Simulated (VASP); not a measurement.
Write the native input for VASP 6.6.1 that does the following.

```
Task                   : single point
Functional             : PBE
Dispersion             : D3(BJ)
Potentials or basis    : VASP PAW PBE potentials, release 64 (Ni)
Cutoff                 : 520 eV
k mesh                 : 13 × 13 × 13
Occupations            : methfessel-paxton, width 0.05 eV
Spin                   : collinear spin, ferromagnetic start
Starting moments       : [1.0] μB
Hubbard terms          : Ni d U = 2.0 eV
Dipole correction      : no
Further INCAR settings : ALGO = Normal; EDIFF = 1e-06; NBANDS = 15
```

The structure of Ni lies in POSCAR:

```
Ni
1.0
   -1.3884686354      1.3884686354      1.3884686354
    1.3884686354     -1.3884686354      1.3884686354
    1.3884686354      1.3884686354     -1.3884686354
Ni
1
Direct
    0.0000000000      0.0000000000      0.0000000000
```

The input as run:

INCAR

```
PREC = Accurate ; ENCUT = 520
EDIFF = 1E-6 ; ISMEAR = 1
SIGMA = 0.05 ; LREAL = F
LASPH = T ; NELM = 150
ALGO = Normal ; ISIF = 2
LWAVE = F ; LCHARG = T
ISPIN = 2 ; MAGMOM = 1
LORBIT = 11 ; LMAXMIX = 4
LDAU = T ; LDAUTYPE = 2
LDAUL = 2 ; LDAUU = 2
LDAUJ = 0 ; LDAUPRINT = 1
GGA = PE ; IVDW = 12
LELF = T ; LVHAR = T
NBANDS = 15
```

KPOINTS

```
Automatic mesh
0
Gamma
  13 13 13
```

Potentials or basis: VASP PAW PBE potentials, release 64 (Ni).

Command:

```bash
$ cat potpaw_PBE.64/Ni/POTCAR > POTCAR
$ mpirun -np 1 vasp_std > vasp.out
```

Results of the run:

| Property | Result |
| --- | --- |
| Pressure | -5.8 GPa |
| Net moment | 0.63 μB per cell |
| Site moments | Ni +0.65 μB |
| Valence electrons inside the program's atomic spheres | Ni 9.39 |
| Dispersion energy per atom | -0.471 eV |

Caveat: three body term missing; pairwise dispersion overbinds metals, which lowers pressure and volume; the U is typed as a test and isn't derived for this compound.

It took 50 s on 1 thread of Intel Xeon 6975P-C, with other jobs on the host, peak memory 0.15 GiB.
